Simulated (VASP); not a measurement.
Li:

```xyz
1
Lattice="1.3539 -2.9787 0.0000 1.3539 2.9787 0.0000 0.0000 0.0000 2.6607" Properties=species:S:1:pos:R:3 pbc="T T T"
Li    0.0000    0.0000    0.0000
```

The cell was built from a structure type or drawn by symmetry, and may not be a known phase.

```yaml
Program: VASP 6.6.1
Task: relaxation of cell and atoms
Functional: PBE
Potentials_or_basis: VASP PAW PBE potentials, release 64 (Li_sv)
Cutoff: 600 eV
k_mesh: 8 × 8 × 6
Occupations: gaussian, width 0.1 eV
Spin: no spin polarisation
```

At the start: pressure -0.5 GPa; volume 21.46 Å³/atom.

Problem. Where does the relaxation end?

Solution. Over 7 steps the energy falls by 56.4 meV/atom and the volume is 20.27 Å³/atom (-5.6 %); space group Cmmm (No. 65, to 0.1 Å) before and after.

Step by step:
| step | energy change (eV) | largest force (eV/Å) | pressure (GPa) | volume (Å³) |
| --- | --- | --- | --- | --- |
| 1 | 0.0000 | 0.0000 | -0.46 | 21.46 |
| 2 | -0.0279 | 0.0000 | -0.56 | 21.25 |
| 3 | -0.0468 | 0.0000 | -0.50 | 20.94 |
| 4 | -0.0497 | 0.0000 | -0.39 | 20.77 |
| 5 | -0.0500 | 0.0000 | -0.33 | 20.71 |
| 6 | -0.0542 | 0.0000 | -0.27 | 20.50 |
| 7 | -0.0564 | 0.0000 | -0.15 | 20.27 |

Final structure:
```yaml
crystal:
  lattice:
    - [1.43830, -2.60943, 0.00000]
    - [1.43830, 2.60943, 0.00000]
    - [0.00000, 0.00000, 2.70012]
  atoms:
    - { symbol: Li, position: [0.00000, 0.00000, 0.00000] }
```

Caveat: the k points lie up to 0.39 Å⁻¹ apart in the final cell, too coarse for converged energies and pressures of a metal; the cutoff is under 1.25 times the usual one of these potentials, so pressure, stress and relaxed cells hold a basis-set (Pulay) error.
